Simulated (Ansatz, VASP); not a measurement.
One calculation of Na, two programs

```xyz
1
Lattice="-1.8883 1.8883 2.6373 1.8883 -1.8883 2.6373 1.8883 1.8883 -2.6373" Properties=species:S:1:pos:R:3 pbc="T T T"
Na    0.0000    0.0000    0.0000
```

Alike in both runs: task single point; functional r2SCAN; k mesh 20 × 20 × 20; occupations gaussian, width 0.15 eV; no spin polarisation.

|  | VASP | Ansatz |
| --- | --- | --- |
| version | VASP 6.6.1 | Ansatz 0.2.0 |
| potentials or method | VASP PAW PBE potentials, release 64 (Na_pv), cutoff 520 eV | scalar-relativistic, plane waves, PAW |
| valence electrons in the cell | 7 | 9 |

```tsv
	VASP	Ansatz	Ansatz less VASP
gap on the k mesh at the Fermi level (eV)	none	none	-
pressure (GPa)	0.0	0.0	+0.03
```

VASP's potentials were made for PBE, not for r2SCAN. A gap of «none» marks a metal or a gap that the smearing closes. VASP's potentials hold 7 valence electrons a cell and Ansatz's 9, so a difference there can come from the potentials and not from the codes.
